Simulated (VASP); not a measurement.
# LuH2 (Fm-3m) in VASP: further runs

Runs on LuH2. Level: r2SCAN. Tasks: single point.

All numbers are computed with VASP 6.6.1; they aren't measurements. Logs are shortened: lines on timing, memory, paths and dates and some standing lists are left out, and cuts for length are marked.

### Step 1. The cell of the first run

The structure is cubic, space group Fm-3m (No. 225). The conventional cell has a = 5.026 Å, b = 5.026 Å, c = 5.026 Å, α = 90.00°, β = 90.00°, γ = 90.00°. Lu (site symmetry m-3m) has 8 H at 2.18 Å within 2.9 Å. H (site symmetry -43m) has 4 Lu at 2.18 Å and 6 H at 2.51 Å within 2.9 Å.

### Step 2. Single point, r2SCAN (10.58 Å³/atom)

Contents of POSCAR:

```
LuH2
1.0
    0.0000000000      2.5129579513      2.5129579513
    2.5129579513      0.0000000000      2.5129579513
    2.5129579513      2.5129579513      0.0000000000
Lu H
1 2
Direct
    0.0000000000      0.0000000000      0.0000000000
    0.2500000000      0.2500000000      0.2500000000
    0.7500000000      0.7500000000      0.7500000000
```

Contents of INCAR.step1:

```
PREC = Accurate
ENCUT = 520
ISMEAR = 0
SIGMA = 0.05
LREAL = F
LASPH = T
NELM = 80
NBANDS = 20
GGA = PE
ALGO = Normal
EDIFF = 1E-4
LWAVE = T
LCHARG = F
```

Contents of INCAR.step2:

```
PREC = Accurate
ENCUT = 520
EDIFF = 1E-6
ISMEAR = 0
SIGMA = 0.05
LREAL = F
LASPH = T
NELM = 80
ALGO = Normal
ISIF = 2
LWAVE = F
LCHARG = T
METAGGA = R2SCAN
LMIXTAU = T
LELF = T
LVHAR = T
NBANDS = 20
ISTART = 1
```

Contents of KPOINTS:

```
regular mesh
0
Gamma
  14 14 14
```

Potentials or basis: VASP PAW PBE potentials, release 64 (Lu, H).

On the command line:

```sh
> cat potpaw_PBE.64/Lu/POTCAR potpaw_PBE.64/H/POTCAR > POTCAR
> cp INCAR.step1 INCAR
> mpirun -np 1 vasp_std > vasp.out
> cp INCAR.step2 INCAR
> mpirun -np 1 vasp_std > vasp.out
```

OUTCAR:

```text
PREC = Accurate
   ENCUT = 520
   EDIFF = 1E-6
   ISMEAR = 0
   LREAL = F
   LASPH = T
   NELM = 80
   ISIF = 2
   METAGGA = R2SCAN
   ISTART = 1

 ion  position               nearest neighbor table
   1  0.000  0.000  0.000-   3 2.18   3 2.18   3 2.18   2 2.18   3 2.18   2 2.18   2 2.18   2 2.18

   2  0.250  0.250  0.250-   1 2.18   1 2.18   1 2.18   1 2.18
   3  0.750  0.750  0.750-   1 2.18   1 2.18   1 2.18   1 2.18

  LATTYP: Found a face centered cubic cell.
 ALAT       =     5.0259159026

  Lattice vectors:

 A1 = (   0.0000000000,   2.5129579513,   2.5129579513)
 A2 = (   2.5129579513,   0.0000000000,   2.5129579513)
 A3 = (   2.5129579513,   2.5129579513,   0.0000000000)

Analysis of symmetry for initial positions (statically):
=====================================================================
 Subroutine PRICEL returns:
 Original cell was already a primitive cell.

 Routine SETGRP: Setting up the symmetry group for a
 face centered cubic supercell.

 Subroutine GETGRP returns: Found 48 space group operations
 (whereof 48 operations were pure point group operations)
 out of a pool of 48 trial point group operations.

The static configuration has the point symmetry O_h .

Analysis of symmetry for dynamics (positions and initial velocities):
=====================================================================
 Subroutine PRICEL returns:
 Original cell was already a primitive cell.

 Routine SETGRP: Setting up the symmetry group for a
 face centered cubic supercell.

 Subroutine GETGRP returns: Found 48 space group operations
 (whereof 48 operations were pure point group operations)
 out of a pool of 48 trial point group operations.

The dynamic configuration has the point symmetry O_h .

 Subroutine INISYM returns: Found 48 space group operations
 (whereof 48 operations are pure point group operations),
 and found     1 'primitive' translations

----------------------------------------------------------------------------------------

                                     Primitive cell

  volume of cell :      31.7384

  direct lattice vectors                    reciprocal lattice vectors
     0.000000000  2.512957951  2.512957951    -0.198968709  0.198968709  0.198968709
     2.512957951  0.000000000  2.512957951     0.198968709 -0.198968709  0.198968709
     2.512957951  2.512957951  0.000000000     0.198968709  0.198968709 -0.198968709

  length of vectors
     3.553859216  3.553859216  3.553859216     0.344623914  0.344623914  0.344623914

  position of ions in fractional coordinates (direct lattice)
     0.000000000  0.000000000  0.000000000
     0.250000000  0.250000000  0.250000000
     0.750000000  0.750000000  0.750000000

  ion indices of the primitive-cell ions
   primitive index   ion index
                 1           1
                 2           2
                 3           3

----------------------------------------------------------------------------------------

 KPOINTS: regular mesh

Automatic generation of k-mesh.
 Grid dimensions read from file:
 generate k-points for:   14   14   14

 Generating k-lattice:

  Cartesian coordinates                     Fractional coordinates (reciprocal lattice)
    -0.014212051  0.014212051  0.014212051     0.071428571  0.000000000  0.000000000
     0.014212051 -0.014212051  0.014212051     0.000000000  0.071428571  0.000000000
     0.014212051  0.014212051 -0.014212051     0.000000000  0.000000000  0.071428571

  Length of vectors
     0.024615994  0.024615994  0.024615994

  Shift w.r.t. Gamma in fractional coordinates (k-lattice)
     0.000000000  0.000000000  0.000000000

 Subroutine IBZKPT returns following result:
 ===========================================

 Found    104 irreducible k-points:

 Following reciprocal coordinates:
            Coordinates               Weight
  0.000000  0.000000  0.000000      1.000000
  0.071429  0.000000  0.000000      8.000000
  0.142857  0.000000  0.000000      8.000000
  0.214286  0.000000  0.000000      8.000000
  0.285714  0.000000  0.000000      8.000000
  0.357143  0.000000  0.000000      8.000000
[... 16 lines left out ...]
  0.214286  0.142857  0.000000     24.000000
  0.285714  0.142857  0.000000     24.000000
 [... further k-points ...]
   k-points           NKPTS =    104   k-points in BZ     NKDIM =    104   number of bands    NBANDS=     20
   number of dos      NEDOS =    301   number of ions     NIONS =      3
   total plane-waves  NPLWV =  21952
   dimension x,y,z NGX =    28 NGY =   28 NGZ =   28
   dimension x,y,z NGXF=    56 NGYF=   56 NGZF=   56
   ions per type =               1   2
   NGX,Y,Z   is equivalent  to a cutoff of  13.10, 13.10, 13.10 a.u.
   NGXF,Y,Z  is equivalent  to a cutoff of  26.20, 26.20, 26.20 a.u.
 SYSTEM =  unknown system
   PREC   = accura    normal or accurate (medium, high low for compatibility)
   ISTART =      1    job   : 0-new  1-cont  2-samecut
   ICHARG =      0    charge: 1-file 2-atom 10-const
   ISPIN  =      1    spin polarized calculation?
   LNONCOLLINEAR =      F non collinear calculations
   LSORBIT =      F    spin-orbit coupling
   LASPH  =      T    aspherical Exc in radial PAW
   ENCUT  =  520.0 eV  38.22 Ry    6.18 a.u.   6.61  6.61  6.61*2*pi/ulx,y,z
   NELM   =     80;   NELMIN=  2; NELMDL=  0     # of ELM steps
   EDIFF  = 0.1E-05   stopping-criterion for ELM
   LREAL  =      F    real-space projection
   EDIFFG = 0.1E-04   stopping-criterion for IOM
   NSW    =      0    number of steps for IOM
   IBRION =     -1    ionic relax: 0-MD 1-quasi-New 2-CG
   NFREE  =      0    steps in history (QN), initial steepest desc. (CG)
   ISIF   =      2    stress and relaxation
   ISYM   =      2    0-nonsym 1-usesym 2-fastsym
   POTIM  = 0.5000    time-step for ionic-motion
   TEBEG  =    0.0;   TEEND  =   0.0 temperature during run
   PSTRESS=    0.0 pullay stress
   NELECT =      27.0000    total number of electrons
   NUPDOWN=      -1.0000    fix difference up-down
   EMIN   =  10.00;   EMAX   =-10.00  energy-range for DOS
   EFERMI =   0.00;   METHOD = LEGACY
   ISMEAR =     0;   SIGMA  =   0.05  broadening in eV -4-tet -1-fermi 0-gaus
   EFERMI_NEDOS =   21; number of points for ismear=-14 and -15
   IALGO  =     38    algorithm
   IMIX   =      4    mixing-type and parameters
     AMIX     =   0.40;   BMIX     =  1.00
     AMIX_MAG =   1.60;   BMIX_MAG =  1.00
  volume/ion in A,a.u.               =      10.58        71.39
  Fermi-wavevector in a.u.,A,eV,Ry     =   1.551199  2.931341 32.738590  2.406219
  Thomas-Fermi vector in A             =   2.655753
   LORBIT       =      0    0 simple, 1 ext, 2 COOP (PROOUT), +10 PAW based schemes
   METAGGA = R2SCAN    functional components
   LHFCALC =     F    Hartree Fock is set to
   AEXX    =    0.0000 exact exchange contribution
   IVDW    =     0    specifies the selected vdW correction
   LEPSILON=     F    determine dielectric tensor
   LRPA    =     F    only Hartree local field effects (RPA)
 non-spin polarized calculation
 Gauss-broadening in eV      SIGMA  =   0.05
  energy-cutoff  :      520.00
  volume of cell :       31.74
 maximum number of plane-waves:       881
   NGX = 13   NGY = 13   NGZ = 13

 number of electron      27.0000001 magnetization

 Free energy of the ion-electron system (eV)
  ---------------------------------------------------
  ext. energy  EPLUGINS =         0.00000000
  ---------------------------------------------------
  free energy    TOTEN  =       -47.25356830 eV

  energy without entropy =      -47.25291989  energy(sigma->0) =      -47.25324410

 E-fermi :   2.7871     XC(G=0): -11.8811

 val. band max:        2.7262611258   @ k =  -0.3571   0.2143   0.0000
 cond. band min:       2.8141946389   @ k =   0.4286   0.2143   0.0000
 fundamental gap:      0.0879335131
 Fermi energy:         2.7871240715

 k-point     1 :       0.0000    0.0000    0.0000
  band No.  band energies     occupation
      1     -55.2429      2.00000
      2     -25.0961      2.00000
      3     -25.0961      2.00000
      4     -25.0960      2.00000
      5      -7.0693      2.00000
      6      -2.8334      2.00000
[... 12 lines left out ...]
     19      13.0550      0.00000
     20      15.7172      0.00000

 k-point     2 :       0.0714    0.0000    0.0000
  band No.  band energies     occupation
      1     -55.2418      2.00000
      2     -25.1192      2.00000
      3     -25.0988      2.00000
      4     -25.0988      2.00000
      5      -6.9472      2.00000
      6      -2.8347      2.00000
[... 12 lines left out ...]
     19      12.4661      0.00000
     20      16.0129      0.00000

 k-point     3 :       0.1429    0.0000    0.0000
  band No.  band energies     occupation
      1     -55.2386      2.00000
      2     -25.1834      2.00000
      3     -25.1065      2.00000
      4     -25.1065      2.00000
      5      -6.5965      2.00000
      6      -2.8385      2.00000
[... 12 lines left out ...]
     19      11.5525      0.00000
     20      16.6380      0.00000

 k-point     4 :       0.2143    0.0000    0.0000
  band No.  band energies     occupation
      1     -55.2340      2.00000
      2     -25.2744      2.00000
      3     -25.1177      2.00000
      4     -25.1177      2.00000
      5      -6.0651      2.00000
      6      -2.8443      2.00000
[... 12 lines left out ...]
     19      11.0281      0.00000
     20      15.0794      0.00000

 k-point     5 :       0.2857    0.0000    0.0000
  band No.  band energies     occupation
      1     -55.2288      2.00000
      2     -25.3732      2.00000
      3     -25.1300      2.00000
      4     -25.1300      2.00000
      5      -5.4393      2.00000
      6      -2.8502      2.00000
[... 12 lines left out ...]
     19      11.4399      0.00000
     20      13.1074      0.00000
[... 353 lines left out ...]
      6      -2.8369      2.00000
[... 12 lines left out ...]
     19      11.9573      0.00000
     20      15.9936      0.00000

 k-point    22 :       0.1429    0.1429    0.0000
  band No.  band energies     occupation
      1     -55.2372      2.00000
      2     -25.1845      2.00000
      3     -25.1238      2.00000
      4     -25.1238      2.00000
      5      -6.4303      2.00000
      6      -2.8410      2.00000
[... 12 lines left out ...]
     19      12.0192      0.00000
     20      16.1441      0.00000

 k-point    23 :       0.2143    0.1429    0.0000
  band No.  band energies     occupation
      1     -55.2337      2.00000
      2     -25.2438      2.00000
      3     -25.1376      2.00000
      4     -25.1352      2.00000
      5      -6.0222      2.00000
      6      -2.8464      2.00000
[... 12 lines left out ...]
     19      11.8309      0.00000
     20      15.6784      0.00000

 k-point    24 :       0.2857    0.1429    0.0000
  band No.  band energies     occupation
      1     -55.2292      2.00000
      2     -25.3238      2.00000
      3     -25.1514      2.00000
      4     -25.1496      2.00000
      5      -5.4605      2.00000
      6      -2.8535      2.00000
[... 12 lines left out ...]
     19      11.6567      0.00000
     20      13.8066      0.00000

 [... further k-points ...]

------------------------ aborting loop because EDIFF is reached ----------------------------------------

  FORCE on cell =-STRESS in cart. coord.  units (eV):
  Direction    XX          YY          ZZ          XY          YZ          ZX
  --------------------------------------------------------------------------------------
  -------------------------------------------------------------------------------------
  Total       -0.2760496     -0.2760496     -0.2760496     -0.0000000     -0.0000000      0.0000000
  in kB      -13.9351617    -13.9351617    -13.9351617     -0.0000000     -0.0000000      0.0000000
  external PRESSURE =     -13.9351617 kB  Pullay stress =       0.0000000 kB

 VOLUME and BASIS-vectors are now :
 -----------------------------------------------------------------------------
  energy-cutoff  :      520.00
  volume of cell :       31.74
      direct lattice vectors                 reciprocal lattice vectors
     0.000000000  2.512957951  2.512957951    -0.198968709  0.198968709  0.198968709
     2.512957951  0.000000000  2.512957951     0.198968709 -0.198968709  0.198968709
     2.512957951  2.512957951  0.000000000     0.198968709  0.198968709 -0.198968709

 POSITION                                       TOTAL-FORCE (eV/Angst)
 -----------------------------------------------------------------------------------
      0.00000      0.00000      0.00000        -0.000000     -0.000000     -0.000000
      1.25648      1.25648      1.25648         0.000000     -0.000000     -0.000000
      3.76944      3.76944      3.76944        -0.000000      0.000000      0.000000
 -----------------------------------------------------------------------------------
    total drift:                               -0.000000     -0.000000      0.000000

  FREE ENERGIE OF THE ION-ELECTRON SYSTEM (eV)
  ---------------------------------------------------
  free  energy   TOTEN  =       -47.2535683026 eV

  energy  without entropy=      -47.2529198947  energy(sigma->0) =      -47.25324410
```

Run time: 3.3 min. Hardware: 1 thread of AMD EPYC 9R45 (Zen 5), shared host; peak memory 0.2 GiB.

Results:

```yaml
Free_energy: -47.2536 eV
Pressure: -1.4 GPa
Band_gap_on_the_k_mesh: zero (an odd number of electrons rules out a gap without spin polarisation)
```

Levels at points of the mesh, in eV from the Fermi level:
| k point | band 10 | band 11 | band 12 | band 13 | band 14 | band 15 | band 16 | band 17 |
| --- | --- | --- | --- | --- | --- | --- | --- | --- |
| (0.00, 0.00, 0.00) | -5.20 | -5.20 | -5.20 | -0.98 | 1.56 | 1.56 | 1.56 | 4.50 |
| (0.50, 0.00, 0.00) | -5.22 | -5.22 | -5.20 | -4.38 | 1.63 | 1.63 | 4.88 | 6.00 |
| (0.50, 0.50, 0.00) | -5.24 | -5.23 | -5.23 | -4.44 | -2.39 | 6.20 | 6.26 | 6.26 |

Caveat: the PAW data sets were made with another functional, which shifts forces and pressure a little; spin-orbit coupling is left out, which moves the levels of the heavy elements.

### Step 3. Single point, r2SCAN (10.79 Å³/atom)

This run uses another cell than the first one, of 10.79 Å³/atom.

Contents of POSCAR:

```
LuH2
1.0
    0.0000000000      2.5292763173      2.5292763173
    2.5292763173      0.0000000000      2.5292763173
    2.5292763173      2.5292763173      0.0000000000
Lu H
1 2
Direct
    0.0000000000      0.0000000000      0.0000000000
    0.2500000000      0.2500000000      0.2500000000
    0.7500000000      0.7500000000      0.7500000000
```

Contents of INCAR.step1:

```
PREC = Accurate ; ENCUT = 520
ISMEAR = 0 ; SIGMA = 0.05
LREAL = False ; LASPH = True
NELM = 80 ; NBANDS = 20
GGA = PE ; ALGO = Normal
EDIFF = 1E-4 ; LWAVE = True
LCHARG = False
```

Contents of INCAR.step2:

```
PREC = Accurate ; ENCUT = 520
EDIFF = 1E-7 ; ISMEAR = 0
SIGMA = 0.05 ; LREAL = False
LASPH = True ; NELM = 80
ALGO = Normal ; ISIF = 2
LWAVE = False ; LCHARG = False
METAGGA = R2SCAN ; LMIXTAU = True
NBANDS = 20 ; ISTART = 1
```

Contents of KPOINTS:

```
Automatic mesh
0
Gamma
  14 14 14
```

Potentials or basis: VASP PAW PBE potentials, release 64 (Lu, H).

On the command line:

```sh
> cat potpaw_PBE.64/Lu/POTCAR potpaw_PBE.64/H/POTCAR > POTCAR
> cp INCAR.step1 INCAR
> mpirun -np 1 vasp_std > vasp.out
> cp INCAR.step2 INCAR
> mpirun -np 1 vasp_std > vasp.out
```

Wall time 4.1 min (1 thread of AMD EPYC 9R45 (Zen 5), shared host); peak memory 0.2 GiB.

Results (log left out):

```yaml
Free_energy: -47.2467 eV
Pressure: -3.0 GPa
Band_gap_on_the_k_mesh: zero (an odd number of electrons rules out a gap without spin polarisation)
```

Levels at points of the mesh, in eV from the Fermi level:
```
           k point  band 9  band 10  band 11  band 12  band 13  band 14  band 15  band 16  band 17  band 18
(0.00, 0.00, 0.00)   -5.34    -5.27    -5.27    -5.27    -1.03     1.53     1.53     1.53     4.41     4.41
(0.50, 0.00, 0.00)   -5.32    -5.29    -5.29    -5.27    -4.43     1.61     1.61     4.81     5.87     5.87
(0.50, 0.50, 0.00)   -5.33    -5.31    -5.30    -5.30    -4.50    -2.36     6.06     6.13     6.13     6.73
```

Caveat: the cell stands under tension; the PAW data sets were made with another functional, which shifts forces and pressure a little; spin-orbit coupling is left out, which moves the levels of the heavy elements.

The gap in the log of VASP goes by the Fermi energy; the results here count the filled bands.